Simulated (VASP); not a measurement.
# C (P1) in VASP: further runs

The runs below take C through single point, with LDA.

All numbers are computed with VASP 6.6.1; they aren't measurements. Logs are shortened: lines on timing, memory, paths and dates and some standing lists are left out, and cuts for length are marked.

### 1 The cell of the first run

The typed cell holds 4 atoms: a = 7.270 Å, b = 3.635 Å, c = 3.635 Å, α = 39.49°, β = 39.49°, γ = 39.49°.

### 2 Single point, LDA

The input, INCAR:

```
SYSTEM = C
PREC = Accurate ; ENCUT = 520
EDIFF = 1E-6 ; ISMEAR = -1
SIGMA = 0.08 ; LREAL = .FALSE.
LASPH = .TRUE. ; NELM = 80
ALGO = Normal ; ISIF = 2
LWAVE = .FALSE. ; LCHARG = .FALSE.
GGA = CA ; NBANDS = 16
```

The input, KPOINTS:

```
regular mesh
0
G
  5 9 9
  0 0 0
```

The input, POSCAR:

```
C
1.0
    2.4560574228      1.4180054142      6.6940228996
   -1.2280287114      0.7090027071      3.3470114498
    0.0000000000     -1.4180054142      3.3470114498
C
4
Direct
    0.4155566738      0.8296899280      0.8410271261
    0.9126498943      0.8253532983      0.8343284182
    0.0853427077      0.1872550606      0.1601007755
    0.5796889136      0.1690044029      0.1728594226
```

Potentials or basis: VASP PAW LDA potentials, release 64 (C).

Run with:

```bash
$ cat potpaw_LDA.64/C/POTCAR > POTCAR
$ mpirun -np 1 vasp_std > vasp.out
```

OUTCAR:

```text
SYSTEM = C
   PREC = Accurate
   ENCUT = 520
   EDIFF = 1E-6
   ISMEAR = -1
   LREAL = .FALSE.
   LASPH = .TRUE.
   NELM = 80
   ISIF = 2
   GGA = CA

 ion  position               nearest neighbor table
   1  0.416  0.830  0.841-   4 1.40   3 1.42   4 1.42
   2  0.913  0.825  0.834-   3 1.39   4 1.43   3 1.46
   3  0.085  0.187  0.160-   2 1.39   1 1.42   2 1.46
   4  0.580  0.169  0.173-   1 1.40   1 1.42   2 1.43

  LATTYP: Found a base centered monoclinic cell.
 ALAT       =     6.8425639884
 B/A-ratio  =     0.3589381739
 C/A-ratio  =     0.6216991540
 COS(beta)  =    -0.2072330513

  Lattice vectors:

 A1 = (  -1.2280287114,   0.7090027071,   3.3470114498)
 A2 = (   0.0000000000,  -1.4180054142,   3.3470114498)
 A3 = (   3.6840861342,   2.1270081213,   0.0000000000)

Analysis of symmetry for initial positions (statically):
=====================================================================
 Subroutine PRICEL returns:
 Original cell was already a primitive cell.

 Routine SETGRP: Setting up the symmetry group for a
 base centered monoclinic supercell.

 Subroutine GETGRP returns: Found  1 space group operations
 (whereof  1 operations were pure point group operations)
 out of a pool of  4 trial point group operations.

The static configuration has the point symmetry C_1 .

Analysis of symmetry for dynamics (positions and initial velocities):
=====================================================================
 Subroutine PRICEL returns:
 Original cell was already a primitive cell.

 Routine SETGRP: Setting up the symmetry group for a
 base centered monoclinic supercell.

 Subroutine GETGRP returns: Found  1 space group operations
 (whereof  1 operations were pure point group operations)
 out of a pool of  4 trial point group operations.

The dynamic configuration has the point symmetry C_1 .

 Subroutine INISYM returns: Found  1 space group operations
 (whereof  1 operations are pure point group operations),
 and found     1 'primitive' translations

----------------------------------------------------------------------------------------

                                     Primitive cell

  volume of cell :      34.9699

  direct lattice vectors                    reciprocal lattice vectors
     2.456057423  1.418005414  6.694022900     0.203578302  0.117535988  0.049795667
    -1.228028711  0.709002707  3.347011450    -0.407156604  0.235071975  0.099591333
     0.000000000 -1.418005414  3.347011450     0.000000000 -0.470143950  0.099591333

  length of vectors
     7.270000000  3.635000000  3.635000000     0.240288247  0.480576495  0.480576495

  position of ions in fractional coordinates (direct lattice)
     0.415556674  0.829689928  0.841027126
     0.912649894  0.825353298  0.834328418
     0.085342708  0.187255061  0.160100775
     0.579688914  0.169004403  0.172859423

  ion indices of the primitive-cell ions
   primitive index   ion index
                 1           1
                 2           2
                 3           3
                 4           4

----------------------------------------------------------------------------------------

 KPOINTS: regular mesh

Automatic generation of k-mesh.
 Grid dimensions read from file:
 generate k-points for:    5    9    9

 Generating k-lattice:

  Cartesian coordinates                     Fractional coordinates (reciprocal lattice)
     0.040715660  0.023507198  0.009959133     0.200000000 -0.000000000  0.000000000
    -0.045239623  0.026119108  0.011065704    -0.000000000  0.111111111 -0.000000000
     0.000000000 -0.052238217  0.011065704    -0.000000000 -0.000000000  0.111111111

  Length of vectors
     0.048057649  0.053397388  0.053397388

  Shift w.r.t. Gamma in fractional coordinates (k-lattice)
     0.000000000  0.000000000  0.000000000

 Subroutine IBZKPT returns following result:
 ===========================================

 Found    203 irreducible k-points:

 Following reciprocal coordinates:
            Coordinates               Weight
  0.000000  0.000000  0.000000      1.000000
  0.200000 -0.000000  0.000000      2.000000
  0.400000 -0.000000 -0.000000      2.000000
  0.000000  0.111111 -0.000000      2.000000
 -0.000000 -0.000000 -0.111111      2.000000
  0.200000  0.111111  0.000000      2.000000
[... 16 lines left out ...]
  0.200000 -0.000000 -0.222222      2.000000
  0.000000  0.333333 -0.000000      2.000000
 [... further k-points ...]
   k-points           NKPTS =    203   k-points in BZ     NKDIM =    203   number of bands    NBANDS=     16
   number of dos      NEDOS =    301   number of ions     NIONS =      4
   total plane-waves  NPLWV =  42336
   dimension x,y,z NGX =    54 NGY =   28 NGZ =   28
   dimension x,y,z NGXF=   108 NGYF=   56 NGZF=   56
   ions per type =               4
   NGX,Y,Z   is equivalent  to a cutoff of  12.35, 12.81, 12.81 a.u.
   NGXF,Y,Z  is equivalent  to a cutoff of  24.70, 25.61, 25.61 a.u.
 SYSTEM =  C
   PREC   = accura    normal or accurate (medium, high low for compatibility)
   ISTART =      0    job   : 0-new  1-cont  2-samecut
   ICHARG =      2    charge: 1-file 2-atom 10-const
   ISPIN  =      1    spin polarized calculation?
   LNONCOLLINEAR =      F non collinear calculations
   LSORBIT =      F    spin-orbit coupling
   LASPH  =      T    aspherical Exc in radial PAW
   ENCUT  =  520.0 eV  38.22 Ry    6.18 a.u.  13.52  6.76  6.76*2*pi/ulx,y,z
   NELM   =     80;   NELMIN=  2; NELMDL= -5     # of ELM steps
   EDIFF  = 0.1E-05   stopping-criterion for ELM
   LREAL  =      F    real-space projection
   EDIFFG = 0.1E-04   stopping-criterion for IOM
   NSW    =      0    number of steps for IOM
   IBRION =     -1    ionic relax: 0-MD 1-quasi-New 2-CG
   NFREE  =      0    steps in history (QN), initial steepest desc. (CG)
   ISIF   =      2    stress and relaxation
   ISYM   =      2    0-nonsym 1-usesym 2-fastsym
   POTIM  = 0.5000    time-step for ionic-motion
   TEBEG  =    0.0;   TEEND  =   0.0 temperature during run
   PSTRESS=    0.0 pullay stress
   NELECT =      16.0000    total number of electrons
   NUPDOWN=      -1.0000    fix difference up-down
   EMIN   =  10.00;   EMAX   =-10.00  energy-range for DOS
   EFERMI =   0.00;   METHOD = LEGACY
   ISMEAR =    -1;   SIGMA  =   0.08  broadening in eV -4-tet -1-fermi 0-gaus
   EFERMI_NEDOS =   21; number of points for ismear=-14 and -15
   IALGO  =     38    algorithm
   IMIX   =      4    mixing-type and parameters
     AMIX     =   0.40;   BMIX     =  1.00
     AMIX_MAG =   1.60;   BMIX_MAG =  1.00
  volume/ion in A,a.u.               =       8.74        59.00
  Fermi-wavevector in a.u.,A,eV,Ry     =   1.261488  2.383867 21.651666  1.591353
  Thomas-Fermi vector in A             =   2.394945
   LORBIT       =      0    0 simple, 1 ext, 2 COOP (PROOUT), +10 PAW based schemes
   GGA     = CA    functional components
   LHFCALC =     F    Hartree Fock is set to
   AEXX    =    0.0000 exact exchange contribution
   IVDW    =     0    specifies the selected vdW correction
   LEPSILON=     F    determine dielectric tensor
   LRPA    =     F    only Hartree local field effects (RPA)
 non-spin polarized calculation
  energy-cutoff  :      520.00
  volume of cell :       34.97
 maximum number of plane-waves:       962
 NGX is ok and might be reduce to    54
   NGX = 27   NGY = 13   NGZ = 13

 number of electron      16.0000000 magnetization

 Free energy of the ion-electron system (eV)
  ---------------------------------------------------
  ext. energy  EPLUGINS =         0.00000000
  ---------------------------------------------------
  free energy    TOTEN  =       -40.29604504 eV

  energy without entropy =      -40.29386842  energy(sigma->0) =      -40.29495673

 E-fermi :   4.6700     XC(G=0): -10.7975

 val. band max:        4.5452225555   @ k =   0.4000   0.3333  -0.0000
 cond. band min:       4.8101023973   @ k =  -0.4000   0.4444   0.1111
 fundamental gap:      0.2648798418
 Fermi energy:         4.6699523393

 k-point     1 :       0.0000    0.0000    0.0000
  band No.  band energies     occupation
      1     -14.8734      2.00000
      2      -9.4665      2.00000
      3      -8.5465      2.00000
      4      -1.9366      2.00000
      5      -1.7053      2.00000
      6       1.2862      2.00000
[... 8 lines left out ...]
     15      16.5491      0.00000
     16      16.9040      0.00000

 k-point     2 :       0.2000   -0.0000    0.0000
  band No.  band energies     occupation
      1     -14.6312      2.00000
      2     -11.1010      2.00000
      3      -6.5716      2.00000
      4      -1.6934      2.00000
      5      -1.4745      2.00000
      6       0.5868      2.00000
[... 8 lines left out ...]
     15      15.3935      0.00000
     16      18.1801      0.00000

 k-point     3 :       0.4000   -0.0000   -0.0000
  band No.  band energies     occupation
      1     -13.9101      2.00000
      2     -12.7177      2.00000
      3      -3.9899      2.00000
      4      -1.4336      2.00000
      5      -0.9625      2.00000
      6      -0.7919      2.00000
[... 8 lines left out ...]
     15      16.7068      0.00000
     16      19.2800      0.00000

 k-point     4 :       0.0000    0.1111   -0.0000
  band No.  band energies     occupation
      1     -14.5756      2.00000
      2     -10.0385      2.00000
      3      -7.4821      2.00000
      4      -2.5168      2.00000
      5      -1.6323      2.00000
      6       0.2784      2.00000
[... 8 lines left out ...]
     15      15.6547      0.00000
     16      17.6183      0.00000
[... 324 lines left out ...]
 k-point    22 :      -0.2000    0.2222   -0.0000
  band No.  band energies     occupation
      1     -12.9482      2.00000
      2     -11.9356      2.00000
      3      -3.9942      2.00000
      4      -3.4009      2.00000
      5      -2.9455      2.00000
      6      -0.9879      2.00000
[... 8 lines left out ...]
     15      17.3010      0.00000
     16      17.8020      0.00000

 k-point    23 :       0.2000   -0.0000   -0.2222
  band No.  band energies     occupation
      1     -12.9345      2.00000
      2     -11.9530      2.00000
      3      -4.3709      2.00000
      4      -3.0757      2.00000
      5      -2.4618      2.00000
      6      -1.4373      2.00000
[... 8 lines left out ...]
     15      17.1653      0.00000
     16      17.9411      0.00000

 k-point    24 :       0.0000    0.3333   -0.0000
  band No.  band energies     occupation
      1     -12.2372      2.00000
      2     -10.2399      2.00000
      3      -6.4405      2.00000
      4      -4.9893      2.00000
      5      -3.5419      2.00000
      6      -0.8732      2.00000
[... 8 lines left out ...]
     15      19.2687      0.00000
     16      20.1486      0.00000

 [... further k-points ...]

------------------------ aborting loop because EDIFF is reached ----------------------------------------

  FORCE on cell =-STRESS in cart. coord.  units (eV):
  Direction    XX          YY          ZZ          XY          YZ          ZX
  --------------------------------------------------------------------------------------
  -------------------------------------------------------------------------------------
  Total       -0.4828811     -1.2818728     -0.2035347     -0.3033135     -0.1802085      0.1345155
  in kB      -22.1236059    -58.7300907     -9.3251148    -13.8965642     -8.2564049      6.1629427
  external PRESSURE =     -30.0596038 kB  Pullay stress =       0.0000000 kB

 VOLUME and BASIS-vectors are now :
 -----------------------------------------------------------------------------
  energy-cutoff  :      520.00
  volume of cell :       34.97
      direct lattice vectors                 reciprocal lattice vectors
     2.456057423  1.418005414  6.694022900     0.203578302  0.117535988  0.049795667
    -1.228028711  0.709002707  3.347011450    -0.407156604  0.235071975  0.099591333
     0.000000000 -1.418005414  3.347011450     0.000000000 -0.470143950  0.099591333

 POSITION                                       TOTAL-FORCE (eV/Angst)
 -----------------------------------------------------------------------------------
      0.00175     -0.01507      8.37365        -0.602118      0.603041      0.461329
      1.22796      0.69624     11.66427        -1.142817      1.562654      1.457453
     -0.02035      0.02676      1.73389         0.927652     -2.088880     -1.449879
      1.21621      0.69671      5.02467         0.817283     -0.076814     -0.468903
 -----------------------------------------------------------------------------------
    total drift:                               -0.000134      0.000258     -0.000133

  FREE ENERGIE OF THE ION-ELECTRON SYSTEM (eV)
  ---------------------------------------------------
  free  energy   TOTEN  =       -40.2960450415 eV

  energy  without entropy=      -40.2938684222  energy(sigma->0) =      -40.29495673
```

Run time: 1.9 min. Hardware: 1 thread of AMD EPYC 9R45 (Zen 5), shared host; peak memory 0.18 GiB.

Results:

| Property | Result |
| --- | --- |
| Free energy | -40.2960 eV |
| Pressure | -3.0 GPa |
| Largest force | 2.707 eV/Å |
| Band gap on the k mesh | 0.26 eV |

Forces in eV/Å, atoms in the order of the input:
```
C   -0.602  0.603  0.461
C   -1.143  1.563  1.457
C    0.928 -2.089 -1.450
C    0.817 -0.077 -0.469
```

Levels at points of the mesh, in eV from the valence-band top:
```csv
k point,band 5,band 6,band 7,band 8,band 9,band 10,band 11,band 12
"(0.00, 0.00, 0.00)",-6.25,-3.26,-2.44,-1.97,2.15,4.00,7.66,8.09
```

Caveat: forces of over 1 eV/Å act on the atoms, so gaps and moduli don't describe the material at rest.

### 3 Single point, LDA

The input, INCAR:

```
SYSTEM = C
PREC = Accurate
ENCUT = 520
EDIFF = 1E-6
ISMEAR = -1
SIGMA = 0.08
LREAL = .False.
LASPH = .True.
NELM = 80
ALGO = Normal
ISIF = 2
LWAVE = .False.
LCHARG = .True.
LELF = .True.
LVHAR = .True.
NBANDS = 16
```

The input, KPOINTS:

```
Automatic mesh
0
Gamma
  5 9 9
  0 0 0
```

The input, POSCAR:

```
C
1.0
    2.4560574228      1.4180054142      6.6940228996
   -1.2280287114      0.7090027071      3.3470114498
    0.0000000000     -1.4180054142      3.3470114498
C
4
Direct
    0.4185509304      0.8318878133      0.8381908737
    0.9201693540      0.8431022520      0.8403112520
    0.0793977187      0.1517695431      0.1847837880
    0.5839733459      0.1610549242      0.1768743201
```

Potentials or basis: VASP PAW LDA potentials, release 64 (C).

Run with:

```bash
$ cat potpaw_LDA.64/C/POTCAR > POTCAR
$ mpirun -np 1 vasp_std > vasp.out
```

Run time: 1.9 min. Hardware: 1 thread of AMD EPYC 9R45 (Zen 5), shared host; peak memory 0.18 GiB.

The run converged. Its results:

| Quantity | Value |
| --- | --- |
| Free energy | -40.3180 eV |
| Pressure | -2.9 GPa |
| Largest force | 2.684 eV/Å |
| Band gap on the k mesh | 0.25 eV |

Forces in eV/Å, atoms in the order of the input:
```
C   -0.100 -0.983 -0.385
C    0.828 -2.005 -1.245
C   -0.315  2.405  1.149
C   -0.413  0.582  0.481
```

Stress tensor (GPa, compression positive):
```
-6.34  0.66  0.35
 0.66 -1.24 -0.93
 0.35 -0.93 -1.01
```

Levels at points of the mesh, in eV from the valence-band top:
| k point | band 4 | band 5 | band 6 | band 7 | band 8 | band 9 | band 10 | band 11 | band 12 | band 13 |
| --- | --- | --- | --- | --- | --- | --- | --- | --- | --- | --- |
| (0.00, 0.00, 0.00) | -6.50 | -6.30 | -3.31 | -2.45 | -1.92 | 1.96 | 3.95 | 7.61 | 8.06 | 9.07 |

Caveat: forces of over 1 eV/Å act on the atoms, so gaps and moduli don't describe the material at rest.

### 4 Single point, LDA

The input, INCAR:

```
SYSTEM = C
  ALGO = Normal
  EDIFF = 1E-7
  ENCUT = 520
  ISIF = 2
  ISMEAR = -1
  LASPH = .True.
  LCHARG = .True.
  LELF = .True.
  LREAL = .False.
  LVHAR = .True.
  LWAVE = .False.
  NBANDS = 16
  NELM = 100
  PREC = Accurate
  SIGMA = 0.08
```

The input, KPOINTS:

```
k-points
0
Gamma
  5 9 9
  0 0 0
```

The input, POSCAR:

```
C
1.0
    2.4560574228      1.4180054142      6.6940228996
   -1.2280287114      0.7090027071      3.3470114498
    0.0000000000     -1.4180054142      3.3470114498
C
4
Direct
    0.4182056692      0.8233627835      0.8453792443
    0.9203423877      0.8329127350      0.8390298518
    0.0899715619      0.1441190428      0.1787792563
    0.5839381727      0.1606718814      0.1890805822
```

Run with:

```bash
$ cat potpaw_LDA.64/C/POTCAR > POTCAR
$ mpirun -np 1 vasp_std > vasp.out
```

Run time: 2.2 min. Hardware: 1 thread of AMD EPYC 9R45 (Zen 5), shared host; peak memory 0.18 GiB.

Results (log left out):

| Item | Value |
| --- | --- |
| Free energy | -40.3632 eV |
| Pressure | -2.7 GPa |
| Largest force | 2.263 eV/Å |
| Band gap on the k mesh | 0.25 eV |

Forces on the atoms (eV/Å):
```
C    0.632 -0.187  0.366
C    0.814 -1.443 -0.170
C   -2.181  0.527  0.293
C    0.735  1.103 -0.489
```

Stress tensor (GPa, compression positive):
```
-4.92  1.33  0.42
 1.33 -2.70  0.05
 0.42  0.05 -0.48
```

Levels at points of the mesh, in eV from the valence-band top:
| k point | band 6 | band 7 | band 8 | band 9 | band 10 | band 11 |
| --- | --- | --- | --- | --- | --- | --- |
| (0.00, 0.00, 0.00) | -3.22 | -2.55 | -1.89 | 2.00 | 3.99 | 7.74 |

Caveat: forces of over 1 eV/Å act on the atoms, so gaps and moduli don't describe the material at rest. A k mesh can miss the band edges.
